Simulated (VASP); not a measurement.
# ZnO (P6_3mc) in VASP: notebook

The runs below take ZnO through single point, with LDA.

All numbers are computed with VASP 6.6.1; they aren't measurements. Logs are shortened: lines on timing, memory, paths and dates and some standing lists are left out, and cuts for length are marked.

### Step 1. The cell of the first run

It takes space group P6_3mc (No. 186, hexagonal). Conventional cell: a = 3.106 Å, b = 3.106 Å, c = 5.424 Å, α = 90.00°, β = 90.00°, γ = 120.00°. Within 2.5 Å of Zn (site symmetry 3m) lie 4 O at 1.87 to 2.18 Å. Within 2.5 Å of O (site symmetry 3m) lie 4 Zn at 1.87 to 2.18 Å.

### Step 2. Single point, LDA (c/a of the conventional cell at fixed volume 1.7462)

INCAR

```
SYSTEM = ZnO
ALGO = Normal
EDIFF = 1E-7
ENCUT = 520
GGA = CA
ISIF = 2
ISMEAR = 0
LASPH = .TRUE.
LCHARG = .FALSE.
LREAL = .FALSE.
LWAVE = .FALSE.
NBANDS = 26
NELM = 100
PREC = Accurate
SIGMA = 0.05
```

KPOINTS

```
k-points
0
G
  12 12 6
  0 0 0
```

POSCAR

```
ZnO
1.0
    3.1064546507      0.0000000000      0.0000000000
   -1.5532273253      2.6902686432      0.0000000000
    0.0000000000      0.0000000000      5.4244911111
Zn O
2 2
Direct
    0.3333333333      0.6666666667      0.0018514197
    0.6666666667      0.3333333333      0.5018514197
    0.3333333333      0.6666666667      0.4028559245
    0.6666666667      0.3333333333      0.9028559245
```

Potentials or basis: VASP PAW LDA potentials, release 64 (Zn, O).

Command:

```bash
> cat potpaw_LDA.64/Zn/POTCAR potpaw_LDA.64/O/POTCAR > POTCAR
> mpirun -np 1 vasp_std > vasp.out
```

OUTCAR:

```text
SYSTEM = ZnO
   EDIFF = 1E-7
   ENCUT = 520
   GGA = CA
   ISIF = 2
   ISMEAR = 0
   LASPH = .TRUE.
   LREAL = .FALSE.
   NELM = 100
   PREC = Accurate

 ion  position               nearest neighbor table
   1  0.333  0.667  0.002-   4 1.87   4 1.87   4 1.87   3 2.18
   2  0.667  0.333  0.502-   3 1.87   3 1.87   3 1.87   4 2.18
   3  0.333  0.667  0.403-   2 1.87   2 1.87   2 1.87   1 2.18
   4  0.667  0.333  0.903-   1 1.87   1 1.87   1 1.87   2 2.18

  LATTYP: Found a hexagonal cell.
 ALAT       =     3.1064546507
 C/A-ratio  =     1.7462000000

  Lattice vectors:

 A1 = (   3.1064546507,   0.0000000000,   0.0000000000)
 A2 = (  -1.5532273253,   2.6902686432,   0.0000000000)
 A3 = (   0.0000000000,   0.0000000000,   5.4244911111)

Analysis of symmetry for initial positions (statically):
=====================================================================
 Subroutine PRICEL returns:
 Original cell was already a primitive cell.

 Routine SETGRP: Setting up the symmetry group for a
 hexagonal supercell.

 Subroutine GETGRP returns: Found 12 space group operations
 (whereof  6 operations were pure point group operations)
 out of a pool of 24 trial point group operations.

The static configuration has the point symmetry C_3v.
 The point group associated with its full space group is C_6v.

Analysis of symmetry for dynamics (positions and initial velocities):
=====================================================================
 Subroutine PRICEL returns:
 Original cell was already a primitive cell.

 Routine SETGRP: Setting up the symmetry group for a
 hexagonal supercell.

 Subroutine GETGRP returns: Found 12 space group operations
 (whereof  6 operations were pure point group operations)
 out of a pool of 24 trial point group operations.

The dynamic configuration has the point symmetry C_3v.
 The point group associated with its full space group is C_6v.

 Subroutine INISYM returns: Found 12 space group operations
 (whereof  6 operations are pure point group operations),
 and found     1 'primitive' translations

----------------------------------------------------------------------------------------

                                     Primitive cell

  volume of cell :      45.3335

  direct lattice vectors                    reciprocal lattice vectors
     3.106454651  0.000000000  0.000000000     0.321910381  0.185855045  0.000000000
    -1.553227325  2.690268643  0.000000000     0.000000000  0.371710090  0.000000000
     0.000000000  0.000000000  5.424491111     0.000000000  0.000000000  0.184349090

  length of vectors
     3.106454651  3.106454651  5.424491111     0.371710090  0.371710090  0.184349090

  position of ions in fractional coordinates (direct lattice)
     0.333333333  0.666666667  0.001851420
     0.666666667  0.333333333  0.501851420
     0.333333333  0.666666667  0.402855925
     0.666666667  0.333333333  0.902855925

  ion indices of the primitive-cell ions
   primitive index   ion index
                 1           1
                 2           2
                 3           3
                 4           4

----------------------------------------------------------------------------------------

 KPOINTS: k-points

Automatic generation of k-mesh.
 Grid dimensions read from file:
 generate k-points for:   12   12    6

 Generating k-lattice:

  Cartesian coordinates                     Fractional coordinates (reciprocal lattice)
     0.026825865  0.015487920  0.000000000     0.083333333 -0.000000000  0.000000000
     0.000000000  0.030975841  0.000000000     0.000000000  0.083333333  0.000000000
     0.000000000  0.000000000  0.030724848     0.000000000  0.000000000  0.166666667

  Length of vectors
     0.030975841  0.030975841  0.030724848

  Shift w.r.t. Gamma in fractional coordinates (k-lattice)
     0.000000000  0.000000000  0.000000000

 Subroutine IBZKPT returns following result:
 ===========================================

 Found     76 irreducible k-points:

 Following reciprocal coordinates:
            Coordinates               Weight
  0.000000  0.000000  0.000000      1.000000
  0.083333  0.000000  0.000000      6.000000
  0.166667  0.000000  0.000000      6.000000
  0.250000  0.000000  0.000000      6.000000
  0.333333  0.000000  0.000000      6.000000
  0.416667  0.000000  0.000000      6.000000
[... 16 lines left out ...]
  0.250000  0.000000  0.166667     12.000000
  0.333333  0.000000  0.166667     12.000000
 [... further k-points ...]
   k-points           NKPTS =     76   k-points in BZ     NKDIM =     76   number of bands    NBANDS=     26
   number of dos      NEDOS =    301   number of ions     NIONS =      4
   total plane-waves  NPLWV =  23040
   dimension x,y,z NGX =    24 NGY =   24 NGZ =   40
   dimension x,y,z NGXF=    48 NGYF=   48 NGZF=   80
   ions per type =               2   2
   NGX,Y,Z   is equivalent  to a cutoff of  12.84, 12.84, 12.26 a.u.
   NGXF,Y,Z  is equivalent  to a cutoff of  25.69, 25.69, 24.52 a.u.
 SYSTEM =  ZnO
   PREC   = accura    normal or accurate (medium, high low for compatibility)
   ISTART =      0    job   : 0-new  1-cont  2-samecut
   ICHARG =      2    charge: 1-file 2-atom 10-const
   ISPIN  =      1    spin polarized calculation?
   LNONCOLLINEAR =      F non collinear calculations
   LSORBIT =      F    spin-orbit coupling
   LASPH  =      T    aspherical Exc in radial PAW
   ENCUT  =  520.0 eV  38.22 Ry    6.18 a.u.   5.78  5.78 10.09*2*pi/ulx,y,z
   NELM   =    100;   NELMIN=  2; NELMDL= -5     # of ELM steps
   EDIFF  = 0.1E-06   stopping-criterion for ELM
   LREAL  =      F    real-space projection
   EDIFFG = 0.1E-05   stopping-criterion for IOM
   NSW    =      0    number of steps for IOM
   IBRION =     -1    ionic relax: 0-MD 1-quasi-New 2-CG
   NFREE  =      0    steps in history (QN), initial steepest desc. (CG)
   ISIF   =      2    stress and relaxation
   ISYM   =      2    0-nonsym 1-usesym 2-fastsym
   POTIM  = 0.5000    time-step for ionic-motion
   TEBEG  =    0.0;   TEEND  =   0.0 temperature during run
   PSTRESS=    0.0 pullay stress
   NELECT =      36.0000    total number of electrons
   NUPDOWN=      -1.0000    fix difference up-down
   EMIN   =  10.00;   EMAX   =-10.00  energy-range for DOS
   EFERMI =   0.00;   METHOD = LEGACY
   ISMEAR =     0;   SIGMA  =   0.05  broadening in eV -4-tet -1-fermi 0-gaus
   EFERMI_NEDOS =   21; number of points for ismear=-14 and -15
   IALGO  =     38    algorithm
   IMIX   =      4    mixing-type and parameters
     AMIX     =   0.40;   BMIX     =  1.00
     AMIX_MAG =   1.60;   BMIX_MAG =  1.00
  volume/ion in A,a.u.               =      11.33        76.48
  Fermi-wavevector in a.u.,A,eV,Ry     =   1.516011  2.864846 31.270138  2.298290
  Thomas-Fermi vector in A             =   2.625458
   LORBIT       =      0    0 simple, 1 ext, 2 COOP (PROOUT), +10 PAW based schemes
   GGA     = CA    functional components
   LHFCALC =     F    Hartree Fock is set to
   AEXX    =    0.0000 exact exchange contribution
   IVDW    =     0    specifies the selected vdW correction
   LEPSILON=     F    determine dielectric tensor
   LRPA    =     F    only Hartree local field effects (RPA)
 non-spin polarized calculation
 Gauss-broadening in eV      SIGMA  =   0.05
  energy-cutoff  :      520.00
  volume of cell :       45.33
 maximum number of plane-waves:      1238
 NGX is ok and might be reduce to    24
   NGX = 11   NGY = 11   NGZ = 21

 number of electron      35.9999996 magnetization

 Free energy of the ion-electron system (eV)
  ---------------------------------------------------
  ext. energy  EPLUGINS =         0.00000000
  ---------------------------------------------------
  free energy    TOTEN  =       -20.81571158 eV

  energy without entropy =      -20.81571158  energy(sigma->0) =      -20.81571158

 E-fermi :   1.7372     XC(G=0): -11.7067

 val. band max:        1.5396005457   @ k =   0.0000   0.0000   0.0000
 cond. band min:       2.2433567887   @ k =   0.0000   0.0000   0.0000
 fundamental gap:      0.7037562430
 Fermi energy:         1.7372090720

 k-point     1 :       0.0000    0.0000    0.0000
  band No.  band energies     occupation
      1     -16.9807      2.00000
      2     -16.3142      2.00000
      3      -4.9532      2.00000
      4      -4.9532      2.00000
      5      -4.8608      2.00000
      6      -4.8608      2.00000
[... 18 lines left out ...]
     25      16.1885      0.00000
     26      16.1885      0.00000

 k-point     2 :       0.0833    0.0000    0.0000
  band No.  band energies     occupation
      1     -16.9316      2.00000
      2     -16.2841      2.00000
      3      -5.0026      2.00000
      4      -4.9169      2.00000
      5      -4.8804      2.00000
      6      -4.8198      2.00000
[... 18 lines left out ...]
     25      15.6098      0.00000
     26      16.3375      0.00000

 k-point     3 :       0.1667    0.0000    0.0000
  band No.  band energies     occupation
      1     -16.7932      2.00000
      2     -16.2025      2.00000
      3      -5.1261      2.00000
      4      -4.9063      2.00000
      5      -4.8160      2.00000
      6      -4.7037      2.00000
[... 18 lines left out ...]
     25      15.3528      0.00000
     26      16.5430      0.00000

 k-point     4 :       0.2500    0.0000    0.0000
  band No.  band energies     occupation
      1     -16.5934      2.00000
      2     -16.0939      2.00000
      3      -5.2495      2.00000
      4      -4.9338      2.00000
      5      -4.6779      2.00000
      6      -4.5321      2.00000
[... 18 lines left out ...]
     25      15.6221      0.00000
     26      16.3038      0.00000

 k-point     5 :       0.3333    0.0000    0.0000
  band No.  band energies     occupation
      1     -16.3757      2.00000
      2     -15.9931      2.00000
      3      -5.3020      2.00000
      4      -4.9673      2.00000
      5      -4.5468      2.00000
      6      -4.3393      2.00000
[... 18 lines left out ...]
     25      15.6906      0.00000
     26      16.2971      0.00000

 k-point     6 :       0.4167    0.0000    0.0000
  band No.  band energies     occupation
      1     -16.1960      2.00000
      2     -15.9335      2.00000
      3      -5.2536      2.00000
      4      -5.0283      2.00000
      5      -4.4608      2.00000
      6      -4.1818      2.00000
[... 427 lines left out ...]
 k-point    21 :       0.0833    0.0000    0.1667
  band No.  band energies     occupation
      1     -16.8907      2.00000
      2     -16.3302      2.00000
      3      -5.0035      2.00000
      4      -4.9168      2.00000
      5      -4.9126      2.00000
      6      -4.8287      2.00000
[... 18 lines left out ...]
     25      15.4308      0.00000
     26      16.1506      0.00000

 k-point    22 :       0.1667    0.0000    0.1667
  band No.  band energies     occupation
      1     -16.7555      2.00000
      2     -16.2441      2.00000
      3      -5.1322      2.00000
      4      -4.9656      2.00000
      5      -4.8107      2.00000
      6      -4.7136      2.00000
[... 18 lines left out ...]
     25      15.3675      0.00000
     26      16.3365      0.00000

 k-point    23 :       0.2500    0.0000    0.1667
  band No.  band energies     occupation
      1     -16.5607      2.00000
      2     -16.1281      2.00000
      3      -5.2567      2.00000
      4      -5.0033      2.00000
      5      -4.6702      2.00000
      6      -4.5441      2.00000
[... 18 lines left out ...]
     25      15.6304      0.00000
     26      16.2947      0.00000

 k-point    24 :       0.3333    0.0000    0.1667
  band No.  band energies     occupation
      1     -16.3500      2.00000
      2     -16.0185      2.00000
      3      -5.3117      2.00000
      4      -5.0353      2.00000
      5      -4.5350      2.00000
      6      -4.3556      2.00000
[... 18 lines left out ...]
     25      15.7113      0.00000
     26      16.2372      0.00000

 [... further k-points ...]
[... 5 lines left out ...]
  --------------------------------------------------------------------------------------
  -------------------------------------------------------------------------------------
  Total        4.3716888      4.3716888     -2.8769386      0.0000000      0.0000000     -0.0000000
  in kB      154.5041500    154.5041500   -101.6767156      0.0000000      0.0000000     -0.0000000
  external PRESSURE =      69.1105282 kB  Pullay stress =       0.0000000 kB

 VOLUME and BASIS-vectors are now :
 -----------------------------------------------------------------------------
  energy-cutoff  :      520.00
  volume of cell :       45.33
      direct lattice vectors                 reciprocal lattice vectors
     3.106454651  0.000000000  0.000000000     0.321910381  0.185855045  0.000000000
    -1.553227325  2.690268643  0.000000000     0.000000000  0.371710090  0.000000000
     0.000000000  0.000000000  5.424491111     0.000000000  0.000000000  0.184349090

 POSITION                                       TOTAL-FORCE (eV/Angst)
 -----------------------------------------------------------------------------------
     -0.00000      1.79351      0.01004        -0.000000     -0.000000      0.944831
      1.55323      0.89676      2.72229        -0.000000     -0.000000      0.944831
     -0.00000      1.79351      2.18529         0.000000     -0.000000     -0.944831
      1.55323      0.89676      4.89753         0.000000      0.000000     -0.944831
 -----------------------------------------------------------------------------------
    total drift:                               -0.000000     -0.000000      0.001581

  FREE ENERGIE OF THE ION-ELECTRON SYSTEM (eV)
  ---------------------------------------------------
  free  energy   TOTEN  =       -20.8157115826 eV

  energy  without entropy=      -20.8157115825  energy(sigma->0) =      -20.81571158
```

It took 48 s on 1 thread of AMD EPYC 9R14 (Zen 4), shared host; peak memory 0.16 GiB.

Results:

```
Free energy            : -20.8157 eV
Pressure               : 6.9 GPa
Largest force          : 0.945 eV/Å
Band gap on the k mesh : 0.70 eV, direct
```

Forces in eV/Å, atoms in the order of the input:
```
Zn   0.000  0.000  0.945
Zn   0.000  0.000  0.945
O    0.000  0.000 -0.945
O    0.000  0.000 -0.945
```

Stress tensor (GPa, compression positive):
```
 15.45   0.00   0.00
  0.00  15.45   0.00
  0.00   0.00 -10.17
```

[end of part 1 of 3]
